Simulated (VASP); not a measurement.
# AlNi (P4/mmm) in VASP: further runs, part 2 of 2

VASP 6.6.1.

**5. Single point, PBEsol (biaxial strain in the a-b plane: +1.0 %)**

INCAR

```
PREC     = Accurate       # precision mode
ENCUT    = 520            # plane-wave cutoff, eV
EDIFF    = 1E-6           # SCF threshold, eV
ISMEAR   = 0              # smearing method
SIGMA    = 0.1            # smearing width, eV
LREAL    = F              # projectors in reciprocal space
LASPH    = T              # aspherical terms in the spheres
NELM     = 80             # most SCF steps
ALGO     = Fast           # electronic algorithm
ISIF     = 2              # what is computed and relaxed
LWAVE    = F              # write WAVECAR
LCHARG   = T              # write CHGCAR
GGA      = PS             # functional
LELF     = T              # ELF
LVHAR    = T            
NBANDS   = 14             # bands
```

KPOINTS

```
regular mesh
0
Gamma
  18 18 18
```

POSCAR

```
AlNi
1.0
    2.8871909896      0.0000000000      0.0000000000
    0.0000000000      2.8871909896      0.0000000000
    0.0000000000      0.0000000000      2.8521923584
Al Ni
1 1
Direct
    0.0000000000      0.0000000000      0.0000000000
    0.5000000000      0.5000000000      0.5000000000
```

Potentials or basis: VASP PAW PBE potentials, release 64 (Al, Ni).

The run is started by

```
cat potpaw_PBE.64/Al/POTCAR potpaw_PBE.64/Ni/POTCAR > POTCAR
mpirun -np 1 vasp_std > vasp.out
```

OUTCAR:

```text
PREC = Accurate
   ENCUT = 520
   EDIFF = 1E-6
   ISMEAR = 0
   LREAL = F
   LASPH = T
   NELM = 80
   ISIF = 2
   GGA = PS

 ion  position               nearest neighbor table
   1  0.000  0.000  0.000-   2 2.49   2 2.49   2 2.49   2 2.49   2 2.49   2 2.49   2 2.49   2 2.49

   2  0.500  0.500  0.500-   1 2.49   1 2.49   1 2.49   1 2.49   1 2.49   1 2.49   1 2.49   1 2.49

  LATTYP: Found a simple tetragonal cell.
 ALAT       =     2.8871909896
 C/A-ratio  =     0.9878779647

  Lattice vectors:

[... 588 lines left out ...]
      9      18.4100      0.00000
     10      19.2099      0.00000
     11      22.1209      0.00000
     12      23.8772      0.00000
     13      24.0822      0.00000
     14      27.2993      0.00000

 [... further k-points ...]
[... 5 lines left out ...]
  --------------------------------------------------------------------------------------
  -------------------------------------------------------------------------------------
  Total       -0.4175887     -0.4175887     -0.2856465      0.0000000     -0.0000000      0.0000000
  in kB      -28.1403498    -28.1403498    -19.2490649      0.0000000     -0.0000000      0.0000000
  external PRESSURE =     -25.1765882 kB  Pullay stress =       0.0000000 kB

 VOLUME and BASIS-vectors are now :
 -----------------------------------------------------------------------------
  energy-cutoff  :      520.00
  volume of cell :       23.78
      direct lattice vectors                 reciprocal lattice vectors
     2.887190990  0.000000000  0.000000000     0.346357412  0.000000000  0.000000000
     0.000000000  2.887190990  0.000000000     0.000000000  0.346357412  0.000000000
     0.000000000  0.000000000  2.852192358     0.000000000  0.000000000  0.350607489

 POSITION                                       TOTAL-FORCE (eV/Angst)
 -----------------------------------------------------------------------------------
      0.00000      0.00000      0.00000         0.000000      0.000000      0.000000
      1.44360      1.44360      1.42610         0.000000      0.000000      0.000000
 -----------------------------------------------------------------------------------
    total drift:                                0.000000      0.000000     -0.000000

  FREE ENERGIE OF THE ION-ELECTRON SYSTEM (eV)
  ---------------------------------------------------
  free  energy   TOTEN  =       -11.5860505270 eV

  energy  without entropy=      -11.5823594755  energy(sigma->0) =      -11.58420500
```

OSZICAR:

```text
N       E                     dE             d eps       ncg     rms          rms(c)
DAV:   1     0.397995982359E+02    0.39800E+02   -0.53703E+03 15632   0.970E+02
DAV:   2    -0.114770908801E+02   -0.51277E+02   -0.46413E+02 16528   0.181E+02
DAV:   3    -0.131916028264E+02   -0.17145E+01   -0.16966E+01 19506   0.365E+01
DAV:   4    -0.132140772296E+02   -0.22474E-01   -0.22469E-01 18394   0.382E+00
DAV:   5    -0.132147289599E+02   -0.65173E-03   -0.65172E-03 19832   0.708E-01    0.127E+01
RMM:   6    -0.153048693112E+02   -0.20901E+01   -0.15909E+01 18751   0.498E+01    0.174E+01
RMM:   7    -0.116044159776E+02    0.37005E+01   -0.43919E+00 17262   0.255E+01    0.121E+00
RMM:   8    -0.115973138498E+02    0.71021E-02   -0.95029E-02 16458   0.305E+00    0.762E-01
RMM:   9    -0.115904811758E+02    0.68327E-02   -0.32085E-02 17512   0.114E+00    0.591E-01
RMM:  10    -0.115860138599E+02    0.44673E-02   -0.84999E-03 18785   0.116E+00    0.131E-01
RMM:  11    -0.115862475509E+02   -0.23369E-03   -0.83692E-04 20820   0.338E-01    0.140E-01
RMM:  12    -0.115860386755E+02    0.20888E-03   -0.39229E-04 20261   0.219E-01    0.198E-02
RMM:  13    -0.115860483427E+02   -0.96672E-05   -0.97296E-05 21037   0.666E-02    0.822E-03
RMM:  14    -0.115860498698E+02   -0.15271E-05   -0.15973E-05 21130   0.284E-02    0.327E-03
RMM:  15    -0.115860505270E+02   -0.65716E-06   -0.17098E-06 13776   0.130E-02
   1 F= -.11586051E+02 E0= -.11584205E+02  d E =-.369105E-02
```

It took 95 s on 1 thread of AMD EPYC 9R45 (Zen 5), shared host; peak memory 0.26 GiB.

What came out:

* Free energy: -11.5861 eV
* Pressure: -2.5 GPa

Levels at points of the mesh, in eV from the Fermi level:
```tsv
k point	band 4	band 5	band 6	band 7	band 8	band 9	band 10	band 11
(0.00, 0.00, 0.00)	-1.58	-1.55	-1.55	5.37	5.37	5.81	8.11	8.20
(0.50, 0.00, 0.00)	-2.29	-2.22	-1.46	-0.69	8.29	9.86	10.27	10.79
(0.50, 0.50, 0.00)	-2.96	-2.06	-2.06	-1.04	1.39	2.45	12.55	15.34
(0.00, 0.00, 0.50)	-2.29	-2.29	-1.49	-0.60	8.30	9.91	9.91	10.91
(0.50, 0.00, 0.50)	-2.84	-2.12	-2.11	-1.02	1.50	2.56	12.24	15.02
(0.50, 0.50, 0.50)	-1.01	-0.98	1.96	1.96	1.99	3.77	4.41	4.54
```

Caveat: the cell differs from its parent crystal (biaxial strain in the a-b plane: +1.0 %); the PAW data sets were made with another functional, which shifts forces and pressure a little. Spin polarisation is off, so any magnetic state and its effect on volume and gap are missing.

**6. Overview**

```csv
cell,further INCAR settings,gap on the mesh (eV),pressure (GPa)
"a = 2.830, b = 2.830, c = 2.908 Å, 2 atoms",ALGO = Fast; EDIFF = 1e-07; NBANDS = 14,none,1.3
"a = 2.859, b = 2.859, c = 2.869 Å, 2 atoms",ALGO = Fast; EDIFF = 1e-07; NBANDS = 14,none,0.1
"a = 2.887, b = 2.887, c = 2.830 Å, 2 atoms",ALGO = Fast; EDIFF = 1e-06; NBANDS = 14,none,-1.1
"a = 2.887, b = 2.887, c = 2.852 Å, 2 atoms",ALGO = Fast; EDIFF = 1e-06; NBANDS = 14,none,-2.5
```

Alike in all rows: task single point; level PBEsol; potentials or basis VASP PAW PBE potentials, release 64 (Al, Ni); no spin polarisation; k mesh 18 × 18 × 18; cutoff (eV) 520; smearing gaussian 0.1 eV.

Caveats: the PAW data sets were made with another functional, which shifts forces and pressure a little.

Absolute energies hang on the potentials; compare differences alone.
